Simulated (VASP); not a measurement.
# Ni in VASP: a series of runs

Runs on Ni. Level: PBE. Tasks: single point.

Everything below comes from runs of VASP 6.6.1. Logs are shortened: lines on timing, memory, paths and dates and some standing lists are left out, and cuts for length are marked.

## (1) The cell of the first run

The cell holds a wire with vacuum, 2 atoms: a = 10.000 Å, b = 9.300 Å, c = 3.395 Å, α = 90.00°, β = 90.00°, γ = 90.00°.

## (2) Single point, PBE, collinear spin, ferromagnetic start

Input file INCAR:

```
SYSTEM = Ni
PREC     = Accurate       ! precision mode
ENCUT    = 520            ! plane-wave cutoff, eV
EDIFF    = 1E-7           ! SCF threshold, eV
ISMEAR   = 0              ! smearing method
SIGMA    = 0.05           ! smearing width, eV
LREAL    = .FALSE.        ! projectors in reciprocal space
LASPH    = .TRUE.         ! aspherical terms in the spheres
NELM     = 150            ! most SCF steps
ALGO     = Normal         ! electronic algorithm
ISIF     = 2              ! what is computed and relaxed
LWAVE    = .FALSE.        ! write WAVECAR
LCHARG   = .FALSE.        ! write CHGCAR
ISPIN    = 2              ! spin polarisation
MAGMOM   = 1.5 1.5        ! initial moments
LORBIT   = 11             ! projections on sites
LMAXMIX  = 4              ! l up to which the mixer works
GGA      = PE             ! functional
NBANDS   = 21             ! bands
```

Input file KPOINTS:

```
regular mesh
0
G
  1 1 16
  0 0 0
```

Input file POSCAR:

```
Ni
1.0
   10.0000000000      0.0000000000      0.0000000000
    0.0000000000      9.3000000000      0.0000000000
    0.0000000000      0.0000000000      3.3952269576
Ni
2
Direct
    0.4347594306      0.5000000000      0.0000000000
    0.5652405694      0.5000000000      0.5000000000
```

Potentials or basis: VASP PAW PBE potentials, release 64 (Ni).

Started as:

```sh
$ cat potpaw_PBE.64/Ni/POTCAR > POTCAR
$ mpirun -np 1 vasp_std > vasp.out
```

OUTCAR:

```text
SYSTEM = Ni
   PREC = Accurate
   ENCUT = 520
   EDIFF = 1E-7
   ISMEAR = 0
   LREAL = .FALSE.
   LASPH = .TRUE.
   NELM = 150
   ISIF = 2
   ISPIN = 2
   LORBIT = 11
   GGA = PE

 ion  position               nearest neighbor table
   1  0.435  0.500  0.000-   2 2.14   2 2.14
   2  0.565  0.500  0.500-   1 2.14   1 2.14

  LATTYP: Found a simple orthorhombic cell.
 ALAT       =     3.3952269576
 B/A-ratio  =     2.7391394202
 C/A-ratio  =     2.9453112045

  Lattice vectors:

 A1 = (   0.0000000000,   0.0000000000,  -3.3952269576)
 A2 = (   0.0000000000,   9.3000000000,   0.0000000000)
 A3 = (  10.0000000000,   0.0000000000,   0.0000000000)

Analysis of symmetry for initial positions (statically):
=====================================================================
 Subroutine PRICEL returns:
 Original cell was already a primitive cell.

 Routine SETGRP: Setting up the symmetry group for a
 simple orthorhombic supercell.

 Subroutine GETGRP returns: Found  8 space group operations
 (whereof  4 operations were pure point group operations)
 out of a pool of  8 trial point group operations.

The static configuration has the point symmetry C_2v.
 The point group associated with its full space group is D_2h.

Analysis of symmetry for dynamics (positions and initial velocities):
=====================================================================
 Subroutine PRICEL returns:
 Original cell was already a primitive cell.

 Routine SETGRP: Setting up the symmetry group for a
 simple orthorhombic supercell.

 Subroutine GETGRP returns: Found  8 space group operations
 (whereof  4 operations were pure point group operations)
 out of a pool of  8 trial point group operations.

The dynamic configuration has the point symmetry C_2v.
 The point group associated with its full space group is D_2h.

Analysis of structural, dynamic, and magnetic symmetry:
=====================================================================
 Subroutine PRICEL returns:
 Original cell was already a primitive cell.

 Routine SETGRP: Setting up the symmetry group for a
 simple orthorhombic supercell.

 Subroutine GETGRP returns: Found  8 space group operations
 (whereof  4 operations were pure point group operations)
 out of a pool of  8 trial point group operations.

The overall configuration has the point symmetry C_2v.
 The point group associated with its full space group is D_2h.

[... 100 lines left out ...]
   IMIX   =      4    mixing-type and parameters
     AMIX     =   0.40;   BMIX     =  1.00
     AMIX_MAG =   1.60;   BMIX_MAG =  1.00
  volume/ion in A,a.u.               =     157.88      1065.41
  Fermi-wavevector in a.u.,A,eV,Ry     =   0.652581  1.233199  5.794199  0.425862
  Thomas-Fermi vector in A             =   1.722547
   LORBIT       =     11    0 simple, 1 ext, 2 COOP (PROOUT), +10 PAW based schemes
   GGA     = PE    functional components
   LHFCALC =     F    Hartree Fock is set to
   AEXX    =    0.0000 exact exchange contribution
   IVDW    =     0    specifies the selected vdW correction
   LEPSILON=     F    determine dielectric tensor
   LRPA    =     F    only Hartree local field effects (RPA)
 spin polarized calculation
 Gauss-broadening in eV      SIGMA  =   0.05
  energy-cutoff  :      520.00
  volume of cell :      315.76
 maximum number of plane-waves:      8563
 NGX is ok and might be reduce to    80
   NGX = 37   NGY = 35   NGZ = 13

 number of electron      19.9999999 magnetization       1.8750042

 Free energy of the ion-electron system (eV)
  ---------------------------------------------------
  ext. energy  EPLUGINS =         0.00000000
  ---------------------------------------------------
  free energy    TOTEN  =        -6.07649026 eV

  energy without entropy =       -6.06827320  energy(sigma->0) =       -6.07238173

 E-fermi :  -2.9403     XC(G=0):  -2.3793

 val. band max:       -2.9689425263   @ k =   0.0000   0.0000   0.4375
 cond. band min:      -2.9361502389   @ k =   0.0000   0.0000   0.5000
 fundamental gap:      0.0327922874
 Fermi energy:        -2.9402504208

 spin component 1

 k-point     1 :       0.0000    0.0000    0.0000
  band No.  band energies     occupation
      1      -6.9875      1.00000
      2      -6.3088      1.00000
      3      -6.2894      1.00000
      4      -5.4559      1.00000
      5      -4.8561      1.00000
      6      -4.7318      1.00000
[... 205 lines left out ...]
     20       4.4782      0.00000
     21       5.2033      0.00000
 Fermi energy:        -2.9402504208

 spin component 2

 k-point     1 :       0.0000    0.0000    0.0000
  band No.  band energies     occupation
      1      -6.8233      1.00000
      2      -5.5995      1.00000
      3      -5.2384      1.00000
      4      -4.2796      1.00000
      5      -4.2654      1.00000
      6      -4.0606      1.00000
[... 205 lines left out ...]
     20       4.4503      0.00000
     21       5.2161      0.00000

------------------------ aborting loop because EDIFF is reached ----------------------------------------

  FORCE on cell =-STRESS in cart. coord.  units (eV):
  Direction    XX          YY          ZZ          XY          YZ          ZX
  --------------------------------------------------------------------------------------
  -------------------------------------------------------------------------------------
  Total        0.0099945     -0.0177822     -0.0329242      0.0000000      0.0000000      0.0000000
  in kB        0.0507132     -0.0902284     -0.1670608      0.0000000      0.0000000      0.0000000
  external PRESSURE =      -0.0688587 kB  Pullay stress =       0.0000000 kB

 VOLUME and BASIS-vectors are now :
 -----------------------------------------------------------------------------
  energy-cutoff  :      520.00
  volume of cell :      315.76
      direct lattice vectors                 reciprocal lattice vectors
    10.000000000  0.000000000  0.000000000     0.100000000  0.000000000  0.000000000
     0.000000000  9.300000000  0.000000000     0.000000000  0.107526882  0.000000000
     0.000000000  0.000000000  3.395226958     0.000000000  0.000000000  0.294531120

 POSITION                                       TOTAL-FORCE (eV/Angst)
 -----------------------------------------------------------------------------------
      4.34759      4.65000      0.00000        -0.026609      0.000000      0.000000
      5.65241      4.65000      1.69761         0.026609      0.000000      0.000000
 -----------------------------------------------------------------------------------
    total drift:                               -0.000000      0.000000     -0.000000

  FREE ENERGIE OF THE ION-ELECTRON SYSTEM (eV)
  ---------------------------------------------------
  free  energy   TOTEN  =        -6.0764902608 eV

  energy  without entropy=       -6.0682732039  energy(sigma->0) =       -6.07238173

 total charge

# of ion       s       p       d       tot
------------------------------------------
    1        0.525   0.177   8.378   9.080
    2        0.525   0.177   8.378   9.080
--------------------------------------------------
tot          1.051   0.353  16.756  18.160

 magnetization (x)

# of ion       s       p       d       tot
------------------------------------------
    1       -0.009  -0.003   0.943   0.930
    2       -0.009  -0.003   0.943   0.930
--------------------------------------------------
tot         -0.019  -0.007   1.886   1.860
```

OSZICAR:

```text
N       E                     dE             d eps       ncg     rms          rms(c)
DAV:   1     0.927186339671E+02    0.92719E+02   -0.60375E+03   756   0.663E+02
DAV:   2    -0.345759077876E+01   -0.96176E+02   -0.86382E+02   811   0.164E+02
[... 19 lines left out ...]
DAV:  22    -0.607648482812E+01   -0.78622E-05   -0.54812E-07   776   0.337E-03    0.423E-04
DAV:  23    -0.607648340290E+01    0.14252E-05   -0.15549E-07   750   0.233E-03    0.308E-04
DAV:  24    -0.607648838998E+01   -0.49871E-05   -0.24525E-07   684   0.179E-03    0.173E-04
DAV:  25    -0.607648940486E+01   -0.10149E-05   -0.13090E-07   676   0.133E-03    0.103E-04
DAV:  26    -0.607649017281E+01   -0.76795E-06   -0.70083E-08   717   0.151E-03    0.840E-05
DAV:  27    -0.607649026078E+01   -0.87970E-07   -0.20130E-08   648   0.926E-04
   1 F= -.60764903E+01 E0= -.60723817E+01  d E =-.821706E-02  mag=     1.8750
```

Wall time 1.8 min (1 thread of Intel Xeon 6975P-C (Granite Rapids), shared host); peak memory 0.54 GiB.

What came out:

| Item | Value |
| --- | --- |
| Free energy | -6.0765 eV |
| Largest force | 0.027 eV/Å |
| Net moment | 1.88 μB per cell |
| Site moments | Ni +0.93 μB |
| Valence electrons inside the program's atomic spheres | Ni 9.08 |

Forces on the atoms (eV/Å):
```
Ni  -0.027  0.000  0.000
Ni   0.027  0.000  0.000
```

## (3) Single point, PBE, collinear spin, ferromagnetic start

This run uses another cell than the first one, of 117.48 Å³/atom, 0.744 times its volume.

Input file INCAR:

```
SYSTEM = Ni
PREC = Accurate
ENCUT = 520
EDIFF = 1E-6
ISMEAR = 0
SIGMA = 0.05
LREAL = .FALSE.
LASPH = .TRUE.
NELM = 150
ALGO = Normal
ISIF = 2
LWAVE = .FALSE.
LCHARG = .FALSE.
ISPIN = 2
MAGMOM = 1.5 1.5
LORBIT = 11
LMAXMIX = 4
GGA = PE
NBANDS = 21
```

Input file KPOINTS:

```
regular mesh
0
G
  1 1 27
  0 0 0
```

Input file POSCAR:

```
Ni
1.0
   11.0000000000      0.0000000000      0.0000000000
    0.0000000000      9.3000000000      0.0000000000
    0.0000000000      0.0000000000      2.2967839415
Ni
2
Direct
    0.4089011585      0.5000000000      0.0000000000
    0.5910988415      0.5000000000      0.5000000000
```

Potentials or basis: VASP PAW PBE potentials, release 64 (Ni).

Started as:

```sh
$ cat potpaw_PBE.64/Ni/POTCAR > POTCAR
$ mpirun -np 1 vasp_std > vasp.out
```

Wall time 88 s (1 thread of Intel Xeon 6975P-C (Granite Rapids), shared host); peak memory 0.44 GiB.

It converged, with:

```yaml
Free_energy: -6.9155 eV
Net_moment: 1.82 μB per cell
Site_moments: Ni +0.90 μB
Valence_electrons_inside_the_program's_atomic_spheres: Ni 9.11
```

Forces in eV/Å, atoms in the order of the input:
```
Ni   0.002  0.000  0.000
Ni  -0.002  0.000  0.000
```

Levels at points of the mesh, in eV from the Fermi level:
Spin up:
```tsv
k point	band 8	band 9	band 10	band 11	band 12	band 13	band 14	band 15
(0.00, 0.00, 0.00)	-1.08	-0.97	-0.77	-0.43	-0.40	1.55	2.16	4.29
```
Spin down:
| k point | band 5 | band 6 | band 7 | band 8 | band 9 | band 10 | band 11 | band 12 | band 13 | band 14 |
| --- | --- | --- | --- | --- | --- | --- | --- | --- | --- | --- |
| (0.00, 0.00, 0.00) | -1.30 | -0.57 | -0.56 | -0.20 | -0.05 | 0.30 | 0.51 | 0.59 | 1.60 | 2.30 |
